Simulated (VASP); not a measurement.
# GaP (I-4m2) in VASP: further runs, part 2 of 2

VASP 6.6.1. Earlier steps stand in the parts before.

**3. Single point, r2SCAN, non-collinear spin, zero start, spin-orbit coupling (uniaxial z strain +4.0%)**

Input file POSCAR:

```
GaP
1.0
    0.0000000000      2.7253992874      2.8344152589
    2.7253992874      0.0000000000      2.8344152589
    2.7253992874      2.7253992874      0.0000000000
Ga P
1 1
Direct
    0.0000000000      0.0000000000      0.0000000000
    0.2500000000      0.2500000000      0.2500000000
```

Input file INCAR.step1:

```
SYSTEM = GaP
PREC = Accurate
ENCUT = 520
ISMEAR = 0
SIGMA = 0.01
LREAL = .FALSE.
LASPH = .TRUE.
NELM = 150
LNONCOLLINEAR = .TRUE.
MAGMOM = 0 0 0 0 0 0
LSORBIT = .TRUE.
GGA_COMPAT = .FALSE.
NBANDS = 30
GGA = PE
ALGO = Normal
EDIFF = 1E-4
LWAVE = .TRUE.
LCHARG = .FALSE.
```

Input file INCAR.step2:

```
SYSTEM = GaP
PREC = Accurate
ENCUT = 520
EDIFF = 1E-6
ISMEAR = 0
SIGMA = 0.01
LREAL = .FALSE.
LASPH = .TRUE.
NELM = 150
ALGO = Normal
ISIF = 2
LWAVE = .FALSE.
LCHARG = .FALSE.
LNONCOLLINEAR = .TRUE.
MAGMOM = 0 0 0 0 0 0
LORBIT = 11
LSORBIT = .TRUE.
GGA_COMPAT = .FALSE.
LORBMOM = .TRUE.
METAGGA = R2SCAN
LMIXTAU = .TRUE.
NBANDS = 30
ISTART = 1
```

Input file KPOINTS:

```
regular mesh
0
G
  8 8 8
  0 0 0
```

Potentials or basis: VASP PAW PBE potentials, release 64 (Ga_d, P).

Run with:

```console
$ cat potpaw_PBE.64/Ga_d/POTCAR potpaw_PBE.64/P/POTCAR > POTCAR
$ cp INCAR.step1 INCAR
$ mpirun -np 1 vasp_ncl > vasp.out
$ cp INCAR.step2 INCAR
$ mpirun -np 1 vasp_ncl > vasp.out
```

OUTCAR:

```text
SYSTEM = GaP
   PREC = Accurate
   ENCUT = 520
   EDIFF = 1E-6
   ISMEAR = 0
   LREAL = .FALSE.
   LASPH = .TRUE.
   NELM = 150
   ISIF = 2
   LNONCOLLINEAR = .TRUE.
   LORBIT = 11
   LSORBIT = .TRUE.
   METAGGA = R2SCAN
   ISTART = 1

 ion  position               nearest neighbor table
   1  0.000  0.000  0.000-   2 2.39   2 2.39   2 2.39   2 2.39
   2  0.250  0.250  0.250-   1 2.39   1 2.39   1 2.39   1 2.39

  LATTYP: Found a body centered tetragonal cell.
 ALAT       =     3.8542966351
 C/A-ratio  =     1.4707821049

  Lattice vectors:

 A1 = (  -2.7253992874,   0.0000000000,   2.8344152589)
 A2 = (   2.7253992874,   0.0000000000,   2.8344152589)
 A3 = (   0.0000000000,   2.7253992874,  -2.8344152589)

Analysis of symmetry for initial positions (statically):
=====================================================================
 Subroutine PRICEL returns:
 Original cell was already a primitive cell.

 Routine SETGRP: Setting up the symmetry group for a
 body centered tetragonal supercell.

 Subroutine GETGRP returns: Found  8 space group operations
 (whereof  8 operations were pure point group operations)
 out of a pool of 16 trial point group operations.

The static configuration has the point symmetry D_2d.

Analysis of symmetry for dynamics (positions and initial velocities):
=====================================================================
 Subroutine PRICEL returns:
 Original cell was already a primitive cell.

 Routine SETGRP: Setting up the symmetry group for a
 body centered tetragonal supercell.

 Subroutine GETGRP returns: Found  8 space group operations
 (whereof  8 operations were pure point group operations)
 out of a pool of 16 trial point group operations.

The dynamic configuration has the point symmetry D_2d.

Analysis of structural, dynamic, and magnetic symmetry:
=====================================================================
 Subroutine PRICEL returns:
 Original cell was already a primitive cell.

 Routine SETGRP: Setting up the symmetry group for a
 body centered tetragonal supercell.

[... 1002 lines left out ...]
  1         0.000  -0.000   0.000
  2        -0.000   0.000  -0.000
 ----------------------------------------
            0.000  -0.000   0.000

 orbital moment (z)

 # of ion     p       d       tot
 ----------------------------------------
  1         0.000  -0.000  -0.000
  2         0.000   0.000   0.000
 ----------------------------------------
            0.000  -0.000  -0.000

 Spin-Orbit-Coupling matrix elements

 Ion:    1  E_soc:     -0.0109789
 l=   1
     0.0000000    -0.0010113    -0.0010090
    -0.0010113     0.0000000    -0.0010113
    -0.0010090    -0.0010113     0.0000000
 l=   2
     0.0000000    -0.0001666     0.0000000    -0.0001666    -0.0006528
    -0.0001666     0.0000000    -0.0004894    -0.0001669    -0.0001630
     0.0000000    -0.0004894     0.0000000    -0.0004894     0.0000000
    -0.0001666    -0.0001669    -0.0004894     0.0000000    -0.0001630
    -0.0006528    -0.0001630     0.0000000    -0.0001630     0.0000000
 l=   3
     0.0000000     0.0000000     0.0000000     0.0000000     0.0000000     0.0000000     0.0000000
     0.0000000     0.0000000     0.0000000     0.0000000     0.0000000     0.0000000     0.0000000
     0.0000000     0.0000000     0.0000000     0.0000000     0.0000000     0.0000000     0.0000000
     0.0000000     0.0000000     0.0000000     0.0000000     0.0000000     0.0000000     0.0000000
     0.0000000     0.0000000     0.0000000     0.0000000     0.0000000     0.0000000     0.0000000
     0.0000000     0.0000000     0.0000000     0.0000000     0.0000000     0.0000000     0.0000000
     0.0000000     0.0000000     0.0000000     0.0000000     0.0000000     0.0000000     0.0000000

 Ion:    2  E_soc:     -0.0008391
 l=   1
     0.0000000    -0.0001388    -0.0001419
    -0.0001388     0.0000000    -0.0001388
    -0.0001419    -0.0001388     0.0000000
 l=   2
     0.0000000     0.0000000     0.0000000     0.0000000     0.0000000
     0.0000000     0.0000000     0.0000000     0.0000000     0.0000000
     0.0000000     0.0000000     0.0000000     0.0000000     0.0000000
     0.0000000     0.0000000     0.0000000     0.0000000     0.0000000
     0.0000000     0.0000000     0.0000000     0.0000000     0.0000000
 l=   3
     0.0000000     0.0000000     0.0000000     0.0000000     0.0000000     0.0000000     0.0000000
     0.0000000     0.0000000     0.0000000     0.0000000     0.0000000     0.0000000     0.0000000
     0.0000000     0.0000000     0.0000000     0.0000000     0.0000000     0.0000000     0.0000000
     0.0000000     0.0000000     0.0000000     0.0000000     0.0000000     0.0000000     0.0000000
     0.0000000     0.0000000     0.0000000     0.0000000     0.0000000     0.0000000     0.0000000
     0.0000000     0.0000000     0.0000000     0.0000000     0.0000000     0.0000000     0.0000000
     0.0000000     0.0000000     0.0000000     0.0000000     0.0000000     0.0000000     0.0000000

 total charge

# of ion       s       p       d       tot
------------------------------------------
    1        0.828   0.804  10.009  11.641
    2        1.011   1.516   0.000   2.526
--------------------------------------------------
tot          1.838   2.320  10.009  14.167

 magnetization (x)

# of ion       s       p       d       tot
------------------------------------------
    1        0.000   0.000   0.000   0.000
    2       -0.000   0.000   0.000   0.000
--------------------------------------------------
tot          0.000   0.000   0.000   0.000

 magnetization (y)

# of ion       s       p       d       tot
------------------------------------------
    1       -0.000  -0.000   0.000  -0.000
    2        0.000  -0.000   0.000  -0.000
--------------------------------------------------
tot          0.000  -0.000   0.000  -0.000

 magnetization (z)

# of ion       s       p       d       tot
------------------------------------------
    1       -0.000   0.000  -0.000   0.000
    2        0.000  -0.000   0.000  -0.000
--------------------------------------------------
tot          0.000  -0.000  -0.000  -0.000
```

OUTCAR.step1:

```text
SYSTEM = GaP
   PREC = Accurate
   ENCUT = 520
   ISMEAR = 0
   LREAL = .FALSE.
[... 1081 lines left out ...]
     0.0000000     0.0000000     0.0000000     0.0000000     0.0000000     0.0000000     0.0000000
     0.0000000     0.0000000     0.0000000     0.0000000     0.0000000     0.0000000     0.0000000
     0.0000000     0.0000000     0.0000000     0.0000000     0.0000000     0.0000000     0.0000000
     0.0000000     0.0000000     0.0000000     0.0000000     0.0000000     0.0000000     0.0000000
     0.0000000     0.0000000     0.0000000     0.0000000     0.0000000     0.0000000     0.0000000
     0.0000000     0.0000000     0.0000000     0.0000000     0.0000000     0.0000000     0.0000000

=======================================================================

 ========================================================
```

OSZICAR.step1:

```text
N       E                     dE             d eps       ncg     rms          rms(c)
DAV:   1     0.129487107136E+03    0.12949E+03   -0.83246E+03  5782   0.174E+03
DAV:   2     0.790962286379E+01   -0.12158E+03   -0.11450E+03  5406   0.441E+02
DAV:   3    -0.876927526759E+01   -0.16679E+02   -0.16438E+02  6230   0.116E+02
DAV:   4    -0.936475546493E+01   -0.59548E+00   -0.59405E+00  6318   0.232E+01
DAV:   5    -0.937881707315E+01   -0.14062E-01   -0.14057E-01  6394   0.341E+00    0.410E+00
DAV:   6    -0.914122336001E+01    0.23759E+00   -0.33055E-01  7778   0.107E+01    0.249E+00
DAV:   7    -0.911980677447E+01    0.21417E-01   -0.14324E-01  6058   0.253E+00    0.115E+00
DAV:   8    -0.912065242654E+01   -0.84565E-03   -0.22752E-02  6674   0.244E+00    0.221E-01
DAV:   9    -0.912044529723E+01    0.20713E-03   -0.27888E-03  7258   0.108E+00    0.130E-01
DAV:  10    -0.912055854815E+01   -0.11325E-03   -0.43075E-04  7478   0.235E-01    0.346E-02
DAV:  11    -0.912064874898E+01   -0.90201E-04   -0.12130E-04  5338   0.145E-01
   1 F= -.91206487E+01 E0= -.91206487E+01  d E =-.167230E-12  mag=     0.0000    -0.0000     0.0000
```

It took 19 min on 1 thread of Intel Xeon Platinum 8488C (Sapphire Rapids), shared host; peak memory 0.42 GiB.

Results:

```
Free energy                                           : -21.4404 eV
Pressure                                              : -3.3 GPa
Net moment                                            : 0.00 μB per cell
Valence electrons inside the program's atomic spheres : Ga 11.64; P 2.53
```

Moments on the atoms (μB; x, y, z):
```
Ga  0.00 0.00 0.00
P   0.00 0.00 0.00
```

Caveat: the cell differs from its parent crystal (uniaxial z strain +4.0%); the cell stands under tension; the PAW data sets were made with another functional, which shifts forces and pressure a little.
